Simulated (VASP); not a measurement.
A run of VASP 6.6.1 is set up as follows.

File INCAR:

```
PREC = Accurate
ENCUT = 600
EDIFF = 1E-6
ISMEAR = -1
SIGMA = 0.1
LREAL = False
LASPH = True
NELM = 80
ALGO = Normal
ISIF = 3
LWAVE = False
LCHARG = False
GGA = PE
IBRION = 2
NSW = 60
EDIFFG = -0.005
PSTRESS = 180.0
```

Contents of KPOINTS:

```
Automatic mesh
0
Gamma
  8 8 11
```

POSCAR

```
Cd
1.0
    4.6696357352      0.0000000000      0.0000000000
   -2.3348178676      4.0440231731      0.0000000000
    0.0000000000      0.0000000000      2.8951741558
Cd
3
Direct
    0.0000000000      0.0000000000      0.0000000000
    0.3333333333      0.6666666667      0.5000000000
    0.6666666667      0.3333333333      0.5000000000
```

Potentials or basis: VASP PAW PBE potentials, release 64 (Cd).

Command:

```sh
$ cat potpaw_PBE.64/Cd/POTCAR > POTCAR
$ mpirun -np 1 vasp_std > vasp.out
```

(1) What does it give for the band gap on the k mesh?

(2) Predict the space group after relaxing (to 0.1 Å).

(3) Estimate the relaxed cell.

(4) Estimate the relaxed volume.

Answers

(1) zero (bands 18 and 19 overlap by 4.21 eV).

(2) P6/mmm (No. 191).

(3) a = 4.754 Å, b = 4.754 Å, c = 2.861 Å, α = 90.00°, β = 90.00°, γ = 120.00°.

(4) 18.67 Å³/atom.

Caveat: the cell is relaxed towards a set pressure, so the run minimises the enthalpy, not the energy.
